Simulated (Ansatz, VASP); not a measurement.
## AlN: VASP beside Ansatz

INCAR

```
SYSTEM = AlN
PREC = Accurate
ENCUT = 520
EDIFF = 1E-7
ISMEAR = 0
SIGMA = 0.05
LREAL = .False.
LASPH = .True.
NELM = 80
ALGO = Normal
ISIF = 2
LWAVE = .False.
LCHARG = .False.
GGA = PS
NBANDS = 26
```

Contents of KPOINTS:

```
regular mesh
0
Gamma
  6 6 6
  0 0 0
```

Contents of POSCAR:

```
AlN
1.0
    4.3771405283      0.0000000000      0.0000000000
    0.0000000000     -4.3771405283      0.0000000000
    0.0000000000      0.0000000000     -4.3771405283
Al N
4 4
Direct
   -0.0814188659     -0.1439295805     -0.0814188659
    0.5000000000      0.5000000000      0.0000000000
    0.5000000000      0.0000000000      0.5000000000
    0.0000000000      0.5000000000      0.5000000000
    0.7500000000      0.7500000000      0.7500000000
    0.2500000000      0.2500000000      0.7500000000
    0.2500000000      0.7500000000      0.2500000000
    0.7500000000      0.2500000000      0.2500000000
```

Input for Ansatz:

```yaml
crystal:
  lattice:
    - [4.3771405283, 0.0, 0.0]
    - [0.0, -4.3771405283, 0.0]
    - [0.0, 0.0, -4.3771405283]
  atoms:
    - { symbol: Al, position: [-0.0814188659, -0.1439295805, -0.0814188659] }
    - { symbol: Al, position: [0.5, 0.5, 0.0] }
    - { symbol: Al, position: [0.5, 0.0, 0.5] }
    - { symbol: Al, position: [0.0, 0.5, 0.5] }
    - { symbol: "N", position: [0.75, 0.75, 0.75] }
    - { symbol: "N", position: [0.25, 0.25, 0.75] }
    - { symbol: "N", position: [0.25, 0.75, 0.25] }
    - { symbol: "N", position: [0.75, 0.25, 0.25] }
basis:
  ecutwfc: 420
kpoints:
  mp_grid: { grid: [6, 6, 6] }
hamiltonian:
  xc: pbesol
  pseudopotentials: { kind: paw, azcp: { folder: soft_1 } }
scf:
  occupations: { method: gaussian, width: 0.05 }
output:
  forces: true
  stress: true
  eigenvalues: true
```

Alike in both runs: task single point; functional PBEsol; k mesh 6 × 6 × 6; occupations gaussian, width 0.05 eV; no spin polarisation.

```csv
,VASP,Ansatz
version,VASP 6.6.1,Ansatz 0.2.0
potentials or method,"VASP PAW PBE potentials, release 64 (Al, N), cutoff 520 eV","scalar-relativistic, plane waves, PAW"
valence electrons in the cell,32,32
```

Ansatz gave:

```
gap on the k mesh at the Fermi level (eV) : 1.00
least direct gap on the mesh (eV)         : 1.22
rms of the force components (eV/Å)        : 24.526
```

Question: What did VASP give for the same quantities?

Answer: gap on the k mesh at the Fermi level (eV): 1.00; least direct gap on the mesh (eV): 1.21; rms of the force components (eV/Å): 22.544.

VASP's potentials were made for PBE, not for PBEsol, and Ansatz warns of the same on its side. Atom by atom the forces differ by 1.987 eV/Å (rms over components). With one functional, cell and mesh, what is left measures potentials, basis and numerics.
